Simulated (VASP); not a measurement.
# BiTe (Fm-3m) in VASP: a series of runs, part 2 of 2

VASP 6.6.1. Earlier steps stand in the parts before.

**4. Single point, PBEsol (volume scaled by 1.03)**

Input file INCAR:

```
PREC     = Accurate       # precision mode
ENCUT    = 520            # plane-wave cutoff, eV
EDIFF    = 1E-6           # SCF threshold, eV
ISMEAR   = 0              # smearing method
SIGMA    = 0.1            # smearing width, eV
LREAL    = F              # projectors in reciprocal space
LASPH    = T              # aspherical terms in the spheres
NELM     = 100            # most SCF steps
ALGO     = Normal         # electronic algorithm
ISIF     = 2              # what is computed and relaxed
LWAVE    = F              # write WAVECAR
LCHARG   = T              # write CHGCAR
GGA      = PS             # functional
LELF     = T              # ELF
LVHAR    = T            
NBANDS   = 18             # bands
```

Input file KPOINTS:

```
Automatic mesh
0
Gamma
  12 12 12
```

Input file POSCAR:

```
BiTe
1.0
    0.0000000000      3.2288108755      3.2288108755
    3.2288108755      0.0000000000      3.2288108755
    3.2288108755      3.2288108755      0.0000000000
Bi Te
1 1
Direct
    0.0000000000      0.0000000000      0.0000000000
    0.5000000000      0.5000000000      0.5000000000
```

Run with:

```
cat potpaw_PBE.64/Bi_d/POTCAR potpaw_PBE.64/Te/POTCAR > POTCAR
mpirun -np 1 vasp_std > vasp.out
```

It took 28 s on 1 thread of Intel Xeon 6975P-C (Granite Rapids), shared host; peak memory 0.25 GiB.

It converged, with:

| Item | Value |
| --- | --- |
| Free energy | -7.9838 eV |
| Pressure | -1.5 GPa |

Levels at points of the mesh, in eV from the Fermi level:
| k point | band 8 | band 9 | band 10 | band 11 | band 12 | band 13 |
| --- | --- | --- | --- | --- | --- | --- |
| (0.00, 0.00, 0.00) | -2.53 | -2.53 | -2.53 | 2.18 | 2.18 | 2.18 |
| (0.50, 0.00, 0.00) | -1.90 | -1.90 | -1.59 | -0.84 | -0.62 | -0.62 |
| (0.50, 0.50, 0.00) | -5.69 | -4.02 | -4.02 | 2.17 | 3.64 | 3.64 |

Caveat: the PAW data sets were made with another functional, which shifts forces and pressure a little; spin-orbit coupling is left out, which moves the levels of the heavy elements.

**5. Single point, PBEsol (volume scaled by 1.06)**

Input file INCAR:

```
SYSTEM = BiTe
ALGO     = Normal         ! electronic algorithm
EDIFF    = 1E-6           ! SCF threshold, eV
ENCUT    = 520            ! plane-wave cutoff, eV
GGA      = PS             ! functional
ISIF     = 2              ! what is computed and relaxed
ISMEAR   = 0              ! smearing method
LASPH    = .True.         ! aspherical terms in the spheres
LCHARG   = .False.        ! write CHGCAR
LREAL    = .False.        ! projectors in reciprocal space
LWAVE    = .False.        ! write WAVECAR
NBANDS   = 18             ! bands
NELM     = 100            ! most SCF steps
PREC     = Accurate       ! precision mode
SIGMA    = 0.1            ! smearing width, eV
```

Input file KPOINTS:

```
k-points
0
Gamma
  12 12 12
  0 0 0
```

Input file POSCAR:

```
BiTe
1.0
    0.0000000000      3.2598590386      3.2598590386
    3.2598590386      0.0000000000      3.2598590386
    3.2598590386      3.2598590386      0.0000000000
Bi Te
1 1
Direct
    0.0000000000      0.0000000000      0.0000000000
    0.5000000000      0.5000000000      0.5000000000
```

Potentials or basis: VASP PAW PBE potentials, release 64 (Bi_d, Te).

Run with:

```
cat potpaw_PBE.64/Bi_d/POTCAR potpaw_PBE.64/Te/POTCAR > POTCAR
mpirun -np 1 vasp_std > vasp.out
```

OUTCAR:

```text
SYSTEM = BiTe
   EDIFF = 1E-6
   ENCUT = 520
   GGA = PS
   ISIF = 2
   ISMEAR = 0
   LASPH = .True.
   LREAL = .False.
   NELM = 100
   PREC = Accurate

 ion  position               nearest neighbor table
   1  0.000  0.000  0.000-   2 3.26   2 3.26   2 3.26   2 3.26   2 3.26   2 3.26
   2  0.500  0.500  0.500-   1 3.26   1 3.26   1 3.26   1 3.26   1 3.26   1 3.26

  LATTYP: Found a face centered cubic cell.
 ALAT       =     6.5197180772

  Lattice vectors:

 A1 = (   0.0000000000,   3.2598590386,   3.2598590386)
 A2 = (   3.2598590386,   0.0000000000,   3.2598590386)
 A3 = (   3.2598590386,   3.2598590386,   0.0000000000)

Analysis of symmetry for initial positions (statically):
=====================================================================
 Subroutine PRICEL returns:
 Original cell was already a primitive cell.

 Routine SETGRP: Setting up the symmetry group for a
 face centered cubic supercell.

 Subroutine GETGRP returns: Found 48 space group operations
 (whereof 48 operations were pure point group operations)
 out of a pool of 48 trial point group operations.

The static configuration has the point symmetry O_h .

[... 159 lines left out ...]
  energy without entropy =       -7.95108539  energy(sigma->0) =       -7.95445972

 E-fermi :   6.1937     XC(G=0):  -9.4928

 val. band max:        6.1697854365   @ k =  -0.4167   0.2500   0.0833
 cond. band min:       6.2309532256   @ k =   0.2500   0.1667   0.0000
 fundamental gap:      0.0611677892
 Fermi energy:         6.1937254694

 k-point     1 :       0.0000    0.0000    0.0000
  band No.  band energies     occupation
      1     -16.8372      2.00000
      2     -16.8372      2.00000
      3     -16.8339      2.00000
      4     -16.8339      2.00000
      5     -16.8339      2.00000
      6      -7.1641      2.00000
[... 481 lines left out ...]
      5     -16.8275      2.00000
      6      -5.2450      2.00000
[... 10 lines left out ...]
     17      15.5723      0.00000
     18      16.7858      0.00000

 [... further k-points ...]

------------------------ aborting loop because EDIFF is reached ----------------------------------------

  FORCE on cell =-STRESS in cart. coord.  units (eV):
  Direction    XX          YY          ZZ          XY          YZ          ZX
  --------------------------------------------------------------------------------------
  -------------------------------------------------------------------------------------
  Total       -1.1998782     -1.1998782     -1.1998782      0.0000000      0.0000000     -0.0000000
  in kB      -27.7473360    -27.7473360    -27.7473360      0.0000000      0.0000000     -0.0000000
  external PRESSURE =     -27.7473360 kB  Pullay stress =       0.0000000 kB

 VOLUME and BASIS-vectors are now :
 -----------------------------------------------------------------------------
  energy-cutoff  :      520.00
  volume of cell :       69.28
      direct lattice vectors                 reciprocal lattice vectors
     0.000000000  3.259859039  3.259859039    -0.153380865  0.153380865  0.153380865
     3.259859039  0.000000000  3.259859039     0.153380865 -0.153380865  0.153380865
     3.259859039  3.259859039  0.000000000     0.153380865  0.153380865 -0.153380865

 POSITION                                       TOTAL-FORCE (eV/Angst)
 -----------------------------------------------------------------------------------
      0.00000      0.00000      0.00000        -0.000000      0.000000     -0.000000
      3.25986      3.25986      3.25986         0.000000     -0.000000      0.000000
 -----------------------------------------------------------------------------------
    total drift:                               -0.000000      0.000000      0.000000

  FREE ENERGIE OF THE ION-ELECTRON SYSTEM (eV)
  ---------------------------------------------------
  free  energy   TOTEN  =        -7.9578340513 eV

  energy  without entropy=       -7.9510853926  energy(sigma->0) =       -7.95445972
```

stdout:

```text
POSCAR found type information on POSCAR BiTe
 POSCAR found :  2 types and       2 ions
 scaLAPACK will be used
 -----------------------------------------------------------------------------
|                                                                             |
|                                                                             |
|     You enforced a specific xc type in the INCAR file but a different       |
|     I HOPE YOU KNOW WHAT YOU ARE DOING!                                     |
|                                                                             |
 -----------------------------------------------------------------------------

 LDA part: xc-table for (Slater+PW92), standard interpolation
 POSCAR, INCAR and KPOINTS ok, starting setup
 FFT: planning ... GRIDC
 FFT: planning ... GRID_SOFT
 FFT: planning ... GRID
 WAVECAR not read
 entering main loop
```

Wall time 25 s (1 thread of Intel Xeon 6975P-C (Granite Rapids), shared host); peak memory 0.26 GiB.

Results:

| Property | Result |
| --- | --- |
| Free energy | -7.9578 eV |
| Pressure | -2.8 GPa |

Levels at points of the mesh, in eV from the Fermi level:
| k point | band 7 | band 8 | band 9 | band 10 | band 11 | band 12 | band 13 | band 14 |
| --- | --- | --- | --- | --- | --- | --- | --- | --- |
| (0.00, 0.00, 0.00) | -8.21 | -2.45 | -2.45 | -2.45 | 2.12 | 2.12 | 2.12 | 4.69 |
| (0.50, 0.00, 0.00) | -11.16 | -1.84 | -1.84 | -1.59 | -0.83 | -0.58 | -0.58 | 7.21 |
| (0.50, 0.50, 0.00) | -9.94 | -5.50 | -3.89 | -3.89 | 2.27 | 3.50 | 3.50 | 4.81 |

Caveat: the PAW data sets were made with another functional, which shifts forces and pressure a little; spin-orbit coupling is left out, which moves the levels of the heavy elements.

**6. Single point, PBEsol (volume scaled by 1.10)**

Input file INCAR:

```
PREC = Accurate
ENCUT = 520
EDIFF = 1E-6
ISMEAR = 0
SIGMA = 0.1
LREAL = False
LASPH = True
NELM = 80
ALGO = Normal
ISIF = 2
LWAVE = False
LCHARG = True
GGA = PS
LELF = True
LVHAR = True
NBANDS = 18
```

Input file KPOINTS:

```
Automatic mesh
0
Gamma
  12 12 12
```

Input file POSCAR:

```
BiTe
1.0
    0.0000000000      3.3003583230      3.3003583230
    3.3003583230      0.0000000000      3.3003583230
    3.3003583230      3.3003583230      0.0000000000
Bi Te
1 1
Direct
    0.0000000000      0.0000000000      0.0000000000
    0.5000000000      0.5000000000      0.5000000000
```

Potentials or basis: VASP PAW PBE potentials, release 64 (Bi_d, Te).

Run with:

```
cat potpaw_PBE.64/Bi_d/POTCAR potpaw_PBE.64/Te/POTCAR > POTCAR
mpirun -np 1 vasp_std > vasp.out
```

Wall time 30 s (1 thread of Intel Xeon 6975P-C (Granite Rapids), shared host); peak memory 0.26 GiB.

It converged, with:

```
Free energy : -7.9017 eV
Pressure    : -4.2 GPa
```

Levels at points of the mesh, in eV from the Fermi level:
```
           k point  band 7  band 8  band 9  band 10  band 11  band 12  band 13  band 14
(0.00, 0.00, 0.00)   -8.33   -2.36   -2.36    -2.36     2.04     2.04     2.04     4.75
(0.50, 0.00, 0.00)  -11.05   -1.76   -1.76    -1.59    -0.81    -0.53    -0.53     7.13
(0.50, 0.50, 0.00)   -9.93   -5.26   -3.72    -3.72     2.40     3.33     3.33     4.55
```

Caveat: the PAW data sets were made with another functional, which shifts forces and pressure a little; spin-orbit coupling is left out, which moves the levels of the heavy elements.

**7. Summary**

```tsv
cell	gap on the mesh (eV)	pressure (GPa)
a = 4.521 Å, angles 60.0°, 2 atoms	none	0.0
a = 4.575 Å, angles 60.0°, 2 atoms	none	-1.8
a = 4.566 Å, angles 60.0°, 2 atoms	none	-1.5
a = 4.610 Å, angles 60.0°, 2 atoms	none	-2.8
a = 4.667 Å, angles 60.0°, 2 atoms	none	-4.2
```

Alike in all rows: task single point; level PBEsol; potentials or basis VASP PAW PBE potentials, release 64 (Bi_d, Te); no spin polarisation; k mesh 12 × 12 × 12; cutoff (eV) 520; smearing gaussian 0.1 eV.

Caveats: the PAW data sets were made with another functional, which shifts forces and pressure a little; spin-orbit coupling is left out, which moves the levels of the heavy elements.

Total energies depend on the potentials used, so only differences within one code and one set of settings carry meaning.
